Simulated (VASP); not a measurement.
# ZnGa15O24 (a cell with a defect) in VASP: single point with PBE

Aim: the single point of ZnGa15O24 (a cell with a defect) with PBE.

Program: VASP 6.6.1. These are calculated values, not measurements. Logs are shortened: lines on timing, memory, paths and dates and some standing lists are left out, and cuts for length are marked.

### Step 1. The cell of the first run

The cell holds a defect, 40 atoms: a = 7.639 Å, b = 7.757 Å, c = 8.519 Å, α = 72.52°, β = 75.43°, γ = 67.19°.

### Step 2. Single point, PBE

Contents of INCAR:

```
SYSTEM = ZnGa15O24
PREC     = Accurate       ! precision mode
ENCUT    = 520            ! plane-wave cutoff, eV
EDIFF    = 1E-7           ! SCF threshold, eV
ISMEAR   = 0              ! smearing method
SIGMA    = 0.02           ! smearing width, eV
LREAL    = Auto         
LASPH    = .True.         ! aspherical terms in the spheres
NELM     = 80             ! most SCF steps
ALGO     = Normal         ! electronic algorithm
ISIF     = 2              ! what is computed and relaxed
LWAVE    = .False.        ! write WAVECAR
LCHARG   = .False.        ! write CHGCAR
GGA      = PE             ! functional
NBANDS   = 202            ! bands
NELECT   = 352.0        
KPAR     = 2            
NCORE    = 2
```

Contents of KPOINTS:

```
Automatic mesh
0
Gamma
  2 2 2
  0.5 0.5 0.5
```

Contents of POSCAR:

```
ZnGa15O24
1.0
   -4.8290928131     -1.5416333309     -5.7151521872
   -6.2270641294      4.6248999927     -0.0062291728
    1.3979713164      6.1665333236     -5.7089230144
Zn Ga O
1 15 24
Direct
    0.6457869033      0.6699242285      0.6588754360
    0.8999093949      0.4167164654      0.4147588819
    0.1514065066      0.1636132226      0.1650302420
    0.4018827715      0.9144719054      0.9124238102
    0.5993552910      0.0847668212      0.0858332968
    0.8466068990      0.8327494535      0.8359305314
    0.0966562677      0.5844048928      0.5875699920
    0.3485573508      0.3331224861      0.3371203458
    0.4666873095      0.7132191435      0.3293382138
    0.7150845430      0.4668225352      0.0801031641
    0.9661510862      0.2150148935      0.8287120005
    0.2138136665      0.9652593120      0.5819178328
    0.7857069855      0.0326846444      0.4223555935
    0.0348226104      0.7843897946      0.1700142913
    0.2838377273      0.5326962492      0.9206175045
    0.5331332985      0.2845552202      0.6709409211
    0.4943341535      0.4876355106      0.7586688464
    0.7483586223      0.2418281167      0.5064633731
    0.0002221416      0.9902712879      0.2570996255
    0.2492327462      0.7405584878      0.0058434253
    0.7503389931      0.2603052852      0.9928142756
    0.9976421941      0.0069697994      0.7453820201
    0.2527544298      0.7569073069      0.4951315540
    0.4978427157      0.5071904737      0.2426842062
    0.4106547373      0.9356820475      0.1533787591
    0.6591368611      0.6912530414      0.9120966509
    0.9250662894      0.4256871463      0.6464159834
    0.1626500201      0.1829338622      0.4010603941
    0.8477571210      0.8171068782      0.5982944391
    0.0900518430      0.5646422746      0.3457266916
    0.3374590269      0.3137222090      0.0999408427
    0.5869162759      0.0664423394      0.8497379756
    0.0696618551      0.5962485814      0.8216090957
    0.3234549049      0.3524152087      0.5653652104
    0.5745142369      0.1003324530      0.3173238612
    0.8240496573      0.8541938341      0.0664123047
    0.1761760690      0.1484522514      0.9347136271
    0.4194519039      0.9168165215      0.6822138262
    0.6845887325      0.6514099234      0.4173061637
    0.9282858577      0.3965838917      0.1827747905
```

Potentials or basis: VASP PAW PBE potentials, release 64 (Zn, Ga_d, O).

Run with:

```
> cat potpaw_PBE.64/Zn/POTCAR potpaw_PBE.64/Ga_d/POTCAR potpaw_PBE.64/O/POTCAR > POTCAR
> mpirun -np 4 vasp_std > vasp.out
```

OUTCAR:

```text
SYSTEM = ZnGa15O24
   PREC = Accurate
   ENCUT = 520
   EDIFF = 1E-7
   ISMEAR = 0
   LREAL = Auto
   LASPH = .True.
   NELM = 80
   ISIF = 2
   GGA = PE
   NELECT = 352.0

 ion  position               nearest neighbor table
   1  0.646  0.670  0.659-  17 2.03  39 2.04  38 2.05  29 2.14  27 2.24  26 2.24
   2  0.900  0.417  0.415-  39 1.92  18 1.98  40 1.98  27 2.05  30 2.06  28 2.13
   3  0.151  0.164  0.165-  37 1.96  40 1.96  19 1.97  31 2.05  25 2.09  28 2.09
   4  0.402  0.914  0.912-  38 1.93  37 1.98  20 1.98  32 2.05  26 2.05  25 2.13
   5  0.599  0.085  0.086-  36 1.96  35 1.97  21 1.98  25 2.05  32 2.09  31 2.10
   6  0.847  0.833  0.836-  22 1.97  33 1.97  36 1.98  26 2.00  29 2.06  32 2.11
   7  0.097  0.584  0.588-  34 1.97  33 1.98  23 1.99  27 2.01  29 2.06  30 2.13
   8  0.349  0.333  0.337-  34 1.95  24 1.96  35 1.97  28 2.05  30 2.09  31 2.10
   9  0.467  0.713  0.329-  39 1.83  23 1.86  24 1.87  25 1.90
  10  0.715  0.467  0.080-  40 1.86  24 1.86  21 1.86  26 1.87
  11  0.966  0.215  0.829-  37 1.86  22 1.86  21 1.87  27 1.87
  12  0.214  0.965  0.582-  38 1.83  22 1.86  23 1.87  28 1.90
  13  0.786  0.033  0.422-  18 1.86  35 1.86  19 1.86  29 1.87
  14  0.035  0.784  0.170-  36 1.85  20 1.86  19 1.86  30 1.88
  15  0.284  0.533  0.921-  17 1.83  33 1.86  20 1.86  31 1.90
  16  0.533  0.285  0.671-  17 1.83  34 1.85  18 1.86  32 1.89
  17  0.494  0.488  0.759-  15 1.83  16 1.83   1 2.03
[... 9 lines left out ...]
  27  0.925  0.426  0.646-  11 1.87   7 2.01   2 2.05   1 2.24
  28  0.163  0.183  0.401-  12 1.90   8 2.05   3 2.09   2 2.13
  29  0.848  0.817  0.598-  13 1.87   7 2.06   6 2.06   1 2.14
  30  0.090  0.565  0.346-  14 1.88   2 2.06   8 2.09   7 2.13
  31  0.337  0.314  0.100-  15 1.90   3 2.05   8 2.10   5 2.10
  32  0.587  0.066  0.850-  16 1.89   4 2.05   5 2.09   6 2.11
  33  0.070  0.596  0.822-  15 1.86   6 1.97   7 1.98
  34  0.323  0.352  0.565-  16 1.85   8 1.95   7 1.97
  35  0.575  0.100  0.317-  13 1.86   5 1.97   8 1.97
  36  0.824  0.854  0.066-  14 1.85   5 1.96   6 1.98
  37  0.176  0.148  0.935-  11 1.86   3 1.96   4 1.98
  38  0.419  0.917  0.682-  12 1.83   4 1.93   1 2.05
  39  0.685  0.651  0.417-   9 1.83   2 1.92   1 2.04
  40  0.928  0.397  0.183-  10 1.86   3 1.96   2 1.98

  LATTYP: Found a triclinic cell.
 ALAT       =    21.5741125263
 B/A-ratio  =     1.1216864180
 C/A-ratio  =     0.8997290539
 COS(alpha) =     0.0002824062
 COS(beta)  =     0.5388285063
 COS(gamma) =     0.8414553803

  Lattice vectors:

 A1 = ( -18.6811923884, -10.7914333163,  -0.0186875184)
 A2 = ( -23.5102852014,  -0.0000000000,  -5.7338397056)
 A3 = (  -1.3979713165, -18.4995999708,   5.7089230144)

Analysis of symmetry for initial positions (statically):
=====================================================================
 Subroutine PRICEL returns:
 Original cell was already a primitive cell.

 Routine SETGRP: Setting up the symmetry group for a
 triclinic supercell.

 Subroutine GETGRP returns: Found  1 space group operations
 (whereof  1 operations were pure point group operations)
 out of a pool of  2 trial point group operations.

The static configuration has the point symmetry C_1 .

Analysis of symmetry for dynamics (positions and initial velocities):
=====================================================================
 Subroutine PRICEL returns:
 Original cell was already a primitive cell.

 Routine SETGRP: Setting up the symmetry group for a
 triclinic supercell.

 Subroutine GETGRP returns: Found  1 space group operations
 (whereof  1 operations were pure point group operations)
 out of a pool of  2 trial point group operations.

The dynamic configuration has the point symmetry C_1 .

 Subroutine INISYM returns: Found  1 space group operations
 (whereof  1 operations are pure point group operations),
 and found     1 'primitive' translations

----------------------------------------------------------------------------------------

                                     Primitive cell

  volume of cell :     438.5458

  direct lattice vectors                    reciprocal lattice vectors
    -4.829092813 -1.541633331 -5.715152187    -0.060118657 -0.081082834 -0.102303737
    -6.227064129  4.624899993 -0.006229173    -0.100431336  0.081082834  0.062989091
     1.397971316  6.166533324 -5.708923014     0.060293838  0.081082834 -0.072817753

  length of vectors
     7.639354374  7.756678826  8.518935322     0.143717548  0.143626268  0.124547975

  position of ions in fractional coordinates (direct lattice)
     0.645786903  0.669924229  0.658875436
     0.899909395  0.416716465  0.414758882
     0.151406507  0.163613223  0.165030242
     0.401882771  0.914471905  0.912423810
     0.599355291  0.084766821  0.085833297
     0.846606899  0.832749453  0.835930531
[... 32 lines left out ...]
     0.684588733  0.651409923  0.417306164
     0.928285858  0.396583892  0.182774790

  ion indices of the primitive-cell ions
   primitive index   ion index
                 1           1
                 2           2
                 3           3
                 4           4
                 5           5
                 6           6
[... 32 lines left out ...]
                39          39
                40          40

----------------------------------------------------------------------------------------

 KPOINTS: Automatic mesh

Automatic generation of k-mesh.
 Grid dimensions read from file:
 generate k-points for:    2    2    2

 Generating k-lattice:

  Cartesian coordinates                     Fractional coordinates (reciprocal lattice)
    -0.030059328 -0.040541417 -0.051151868     0.500000000  0.000000000  0.000000000
    -0.050215668  0.040541417  0.031494546     0.000000000  0.500000000  0.000000000
     0.030146919  0.040541417 -0.036408876     0.000000000 -0.000000000  0.500000000

  Length of vectors
     0.071858774  0.071813134  0.062273987

  Shift w.r.t. Gamma in fractional coordinates (k-lattice)
     0.500000000  0.500000000  0.500000000

 Subroutine IBZKPT returns following result:
 ===========================================

 Found      4 irreducible k-points:

 Following reciprocal coordinates:
            Coordinates               Weight
  0.250000  0.250000  0.250000      2.000000
 -0.250000  0.250000  0.250000      2.000000
  0.250000 -0.250000  0.250000      2.000000
 -0.250000 -0.250000  0.250000      2.000000
   k-points           NKPTS =      4   k-points in BZ     NKDIM =      4   number of bands    NBANDS=    202
   number of dos      NEDOS =    301   number of ions     NIONS =     40
   total plane-waves  NPLWV = 230400
   dimension x,y,z NGX =    60 NGY =   60 NGZ =   64
   dimension x,y,z NGXF=   120 NGYF=  120 NGZF=  128
   ions per type =               1  15  24
   NGX,Y,Z   is equivalent  to a cutoff of  13.06, 12.86, 12.49 a.u.
   NGXF,Y,Z  is equivalent  to a cutoff of  26.11, 25.72, 24.98 a.u.
 SYSTEM =  ZnGa15O24
   PREC   = accura    normal or accurate (medium, high low for compatibility)
   ISTART =      0    job   : 0-new  1-cont  2-samecut
   ICHARG =      2    charge: 1-file 2-atom 10-const
   ISPIN  =      1    spin polarized calculation?
   LNONCOLLINEAR =      F non collinear calculations
   LSORBIT =      F    spin-orbit coupling
   LASPH  =      T    aspherical Exc in radial PAW
   ENCUT  =  520.0 eV  38.22 Ry    6.18 a.u.  14.20 14.42 15.84*2*pi/ulx,y,z
   NELM   =     80;   NELMIN=  2; NELMDL= -5     # of ELM steps
   EDIFF  = 0.1E-06   stopping-criterion for ELM
   LREAL  =      T    real-space projection
   EDIFFG = 0.1E-05   stopping-criterion for IOM
   NSW    =      0    number of steps for IOM
   IBRION =     -1    ionic relax: 0-MD 1-quasi-New 2-CG
   NFREE  =      0    steps in history (QN), initial steepest desc. (CG)
   ISIF   =      2    stress and relaxation
   ISYM   =      2    0-nonsym 1-usesym 2-fastsym
   POTIM  = 0.5000    time-step for ionic-motion
   TEBEG  =    0.0;   TEEND  =   0.0 temperature during run
   PSTRESS=    0.0 pullay stress
   NELECT =     352.0000    total number of electrons
   NUPDOWN=      -1.0000    fix difference up-down
   EMIN   =  10.00;   EMAX   =-10.00  energy-range for DOS
   EFERMI =   0.00;   METHOD = LEGACY
   ISMEAR =     0;   SIGMA  =   0.02  broadening in eV -4-tet -1-fermi 0-gaus
   EFERMI_NEDOS =   21; number of points for ismear=-14 and -15
   IALGO  =     38    algorithm
   IMIX   =      4    mixing-type and parameters
     AMIX     =   0.40;   BMIX     =  1.00
     AMIX_MAG =   1.60;   BMIX_MAG =  1.00
  volume/ion in A,a.u.               =      10.96        73.99
  Fermi-wavevector in a.u.,A,eV,Ry     =   1.521426  2.875078 31.493894  2.314736
  Thomas-Fermi vector in A             =   2.630142
   LORBIT       =      0    0 simple, 1 ext, 2 COOP (PROOUT), +10 PAW based schemes
   GGA     = PE    functional components
   LHFCALC =     F    Hartree Fock is set to
   AEXX    =    0.0000 exact exchange contribution
   IVDW    =     0    specifies the selected vdW correction
   LEPSILON=     F    determine dielectric tensor
   LRPA    =     F    only Hartree local field effects (RPA)
 non-spin polarized calculation
 Gauss-broadening in eV      SIGMA  =   0.02
  energy-cutoff  :      520.00
  volume of cell :      438.55
 maximum number of plane-waves:     11818
 NGX is ok and might be reduce to    60
   NGX = 29   NGY = 29   NGZ = 31

 number of electron     351.9999983 magnetization

 Free energy of the ion-electron system (eV)
  ---------------------------------------------------
  ext. energy  EPLUGINS =         0.00000000
  ---------------------------------------------------
  free energy    TOTEN  =      -230.64564709 eV

  energy without entropy =     -230.64564709  energy(sigma->0) =     -230.64564709

 E-fermi :   3.6117     XC(G=0): -11.3850

 val. band max:        3.4401757268   @ k =   0.2500   0.2500   0.2500
 cond. band min:       6.2654648161   @ k =   0.2500   0.2500   0.2500
 fundamental gap:      2.8252890893
 Fermi energy:         3.6116683257

 k-point     1 :       0.2500    0.2500    0.2500
  band No.  band energies     occupation
      1     -15.2460      2.00000
      2     -14.7513      2.00000
      3     -14.5866      2.00000
      4     -14.5676      2.00000
      5     -14.4452      2.00000
      6     -14.3792      2.00000
[... 753 lines left out ...]
    187       9.9366      0.00000
    188      10.1902      0.00000
 [bands above 188 left out]

------------------------ aborting loop because EDIFF is reached ----------------------------------------

  FORCE on cell =-STRESS in cart. coord.  units (eV):
  Direction    XX          YY          ZZ          XY          YZ          ZX
  --------------------------------------------------------------------------------------
  -------------------------------------------------------------------------------------
  Total       14.7574315     15.4079503     14.9166767      0.0436001      0.0301066      0.3200699
  in kB       53.9145997     56.2911961     54.4963840      0.1592879      0.1099910      1.1693390
  external PRESSURE =      54.9007266 kB  Pullay stress =       0.0000000 kB

 VOLUME and BASIS-vectors are now :
 -----------------------------------------------------------------------------
  energy-cutoff  :      520.00
  volume of cell :      438.55
      direct lattice vectors                 reciprocal lattice vectors
    -4.829092813 -1.541633331 -5.715152187    -0.060118657 -0.081082834 -0.102303737
    -6.227064129  4.624899993 -0.006229173    -0.100431336  0.081082834  0.062989091
     1.397971316  6.166533324 -5.708923014     0.060293838  0.081082834 -0.072817753

 POSITION                                       TOTAL-FORCE (eV/Angst)
 -----------------------------------------------------------------------------------
     -6.36914      6.16574     -7.45641         0.002500     -0.001353     -0.009797
     -6.36085      3.09757     -7.51354         0.009748     -0.001857     -0.001195
     -1.51928      1.54095     -1.80848         0.009106      0.000458      0.004437
     -6.35966      9.23628     -7.51147         0.009092     -0.003463     -0.000234
     -3.30220     -0.00265     -3.91595        -0.010930      0.000298     -0.000630
     -8.10532      7.70102     -9.61594        -0.006704      0.002729     -0.001796
[... 32 lines left out ...]
     -6.77893      4.53065     -6.29896        -0.025545     -0.010954      0.021472
     -6.69682      1.53017     -6.35121        -0.019281     -0.000213      0.015370
 -----------------------------------------------------------------------------------
    total drift:                                0.005290     -0.001317     -0.004159

  FREE ENERGIE OF THE ION-ELECTRON SYSTEM (eV)
  ---------------------------------------------------
  free  energy   TOTEN  =      -230.6456470899 eV

  energy  without entropy=     -230.6456470899  energy(sigma->0) =     -230.64564709
```

It took 6.5 min on 4 MPI ranks of Oxide Virtual Turin-like, shared host; peak memory 0.4 GiB.

What came out:

- Free energy: -230.6456 eV
- Largest force: 0.039 eV/Å

Forces on the atoms (eV/Å):
```
Zn   0.003 -0.001 -0.010
Ga   0.010 -0.002 -0.001
Ga   0.009  0.000  0.004
Ga   0.009 -0.003  0.000
Ga  -0.011  0.000 -0.001
Ga  -0.007  0.003 -0.002
Ga  -0.008 -0.001  0.000
Ga  -0.009  0.000 -0.001
Ga  -0.006  0.001 -0.013
Ga  -0.008  0.000  0.001
Ga  -0.007  0.001  0.001
Ga  -0.002  0.000 -0.014
Ga   0.010  0.000  0.001
Ga   0.004  0.001  0.003
Ga  -0.001 -0.005  0.005
Ga   0.000  0.006  0.004
O    0.002 -0.001 -0.016
O   -0.004  0.000 -0.005
O   -0.004 -0.002 -0.005
O    0.000  0.002 -0.007
O    0.007 -0.001  0.005
O    0.004 -0.001  0.004
O    0.004 -0.002  0.010
O    0.004 -0.001  0.003
O    0.013 -0.003  0.002
O    0.012 -0.015  0.009
O    0.011  0.014  0.009
O    0.010  0.001  0.000
O    0.005 -0.005  0.000
O   -0.014  0.003 -0.003
O   -0.010  0.002  0.001
O   -0.009  0.004  0.002
O    0.022  0.002 -0.017
O    0.015 -0.002 -0.016
O    0.016  0.001 -0.012
O    0.021 -0.005 -0.017
O   -0.016  0.002  0.016
O   -0.028  0.016  0.023
O   -0.026 -0.011  0.021
O   -0.019  0.000  0.015
```

Levels at points of the mesh, in eV from the Fermi level:
```
           k point  band 173  band 174  band 175  band 176  band 177  band 178  band 179  band 180
(0.25, 0.25, 0.25)     -0.46     -0.39     -0.25     -0.17      2.65      5.10      5.21      5.35
```

Caveat: the cell carries a net charge on a neutralising background, which shifts energy and pressure; the cell is charged against a uniform background, so pressure and absolute levels hang on convention.
